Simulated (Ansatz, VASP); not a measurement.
# One calculation of Si, two programs

INCAR

```
SYSTEM = Si
PREC = Accurate
ENCUT = 520
EDIFF = 1E-6
ISMEAR = -1
SIGMA = 0.05
LREAL = .FALSE.
LASPH = .TRUE.
NELM = 100
ALGO = Normal
ISIF = 2
LWAVE = .FALSE.
LCHARG = .FALSE.
GGA = PE
NBANDS = 11
```

The input KPOINTS:

```
regular mesh
0
G
  16 16 16
  0 0 0
```

The input POSCAR:

```
Si
1.0
   -2.2059800000      2.3211300000      1.2750000000
    2.2059800000     -2.3211300000      1.2750000000
    2.2059800000      2.3211300000     -1.2750000000
Si
2
Direct
    0.8070000000      0.5570000000      0.2500000000
    0.1930000000      0.4430000000      0.7500000000
```

Input for Ansatz:

```yaml
crystal:
  lattice:
    - [-2.20598, 2.32113, 1.275]
    - [2.20598, -2.32113, 1.275]
    - [2.20598, 2.32113, -1.275]
  atoms:
    - { symbol: Si, position: [0.807, 0.557, 0.25] }
    - { symbol: Si, position: [0.193, 0.443, 0.75] }
kpoints:
  mp_grid: { grid: [16, 16, 16] }
  band_path:
    path:
      - [0.0, 0.0, 0.0]
      - [0.5, -0.5, 0.5]
      - [0.4758105458, -0.4758105458, 0.5241894542]
      - [-0.4758105458, 0.4758105458, 0.4758105458]
      - [0.0, 0.0, 0.0]
      - [0.3254330119, 0.3254330119, -0.3254330119]
      - [0.6745669881, -0.3254330119, 0.3254330119]
      - [0.5, -0.5, 0.5]
      - [0.0, 0.0, 0.0]
    npoints: 5
scf:
  occupations: { method: fermi_dirac, width: 0.05 }
hamiltonian:
  xc: pbe
  pseudopotentials: { kind: all_electron, lapw: { basis_error: 0.0005 } }
output:
  forces: true
  stress: true
  eigenvalues: true
```

Change from the starting cell: equal xx and yy strain of -2 %.

Alike in both runs: task single point; functional PBE; k mesh 16 × 16 × 16; occupations fermi-dirac, width 0.05 eV; no spin polarisation.

```csv
,VASP,Ansatz
version,VASP 6.6.1,Ansatz 0.2.0
potentials or method,"VASP PAW PBE potentials, release 64 (Si), cutoff 520 eV","all-electron LAPW, scalar-relativistic"
```

```csv
,VASP,Ansatz,Ansatz less VASP
pressure (GPa),23.6,23.7,+0.08
"traceless stress, the component that is largest in VASP (GPa)",5.09,5.08,-0.007
rms of the force components (eV/Å),0.020,0.022,+0.0020
```

Atom by atom the forces differ by 0.002 eV/Å (rms over components). Ansatz ran all-electron here, and VASP with PAW potentials.
